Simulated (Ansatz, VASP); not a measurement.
## One calculation of Rh, two programs

Contents of INCAR:

```
PREC = Accurate
ENCUT = 520
EDIFF = 1E-6
ISMEAR = -1
SIGMA = 0.1
LREAL = F
LASPH = T
NELM = 100
ALGO = Normal
ISIF = 2
LWAVE = F
LCHARG = T
GGA = PS
LELF = T
LVHAR = T
NBANDS = 38
```

KPOINTS

```
Automatic mesh
0
Gamma
  9 9 3
```

File POSCAR:

```
Rh
1.0
    2.6917450000      0.0000000000      0.0000000000
   -1.3458725000      2.3311195505      0.0000000000
    0.0000000000      0.0000000000      8.7980700000
Rh
4
Direct
    0.0000000000      0.0000000000      0.0000000000
    0.0000000000      0.0000000000      0.5000000000
    0.3333333333      0.6666666667      0.2500000000
    0.6666666667      0.3333333333      0.7500000000
```

Input for Ansatz:

```yaml
crystal:
  lattice:
    a: 2.691745
    b: 2.691745
    c: 8.79807
    alpha: 90.0
    beta: 90.0
    gamma: 120.0
  space_group: 194
  atoms:
    - { symbol: Rh, position: [0.0, 0.0, 0.0] }
    - { symbol: Rh, position: [0.3333333333333333, 0.6666666666666666, 0.25] }
kpoints:
  mp_grid:
    grid: [9, 9, 3]
hamiltonian:
  xc: pbesol
  pseudopotentials:
    kind: paw
scf:
  occupations:
    method: fermi_dirac
    width: 0.1
output:
  forces: true
  stress: true
  eigenvalues: true
```

Alike in both runs: task single point; functional PBEsol; k mesh 9 × 9 × 3; occupations fermi-dirac, width 0.1 eV; no spin polarisation.

```csv
,VASP,Ansatz
version,VASP 6.6.1,Ansatz 0.2.0
potentials or method,"VASP PAW PBE potentials, release 64 (Rh_pv)","plane waves, PAW"
plane-wave cutoff (eV),520,420
valence electrons in the cell,60,68
```

|  | VASP | Ansatz | Ansatz less VASP |
| --- | --- | --- | --- |
| gap on the k mesh at the Fermi level (eV) | none | none | - |
| pressure (GPa) | -5.4 | -5.3 | +0.10 |
| traceless stress, the component that is largest in VASP (GPa) | -1.08 | -1.07 | +0.006 |

VASP's potentials were made for PBE, not for PBEsol. A gap of «none» marks a metal or a gap that the smearing closes. VASP's potentials hold 60 valence electrons a cell and Ansatz's 68, so a difference there can come from the potentials and not from the codes.
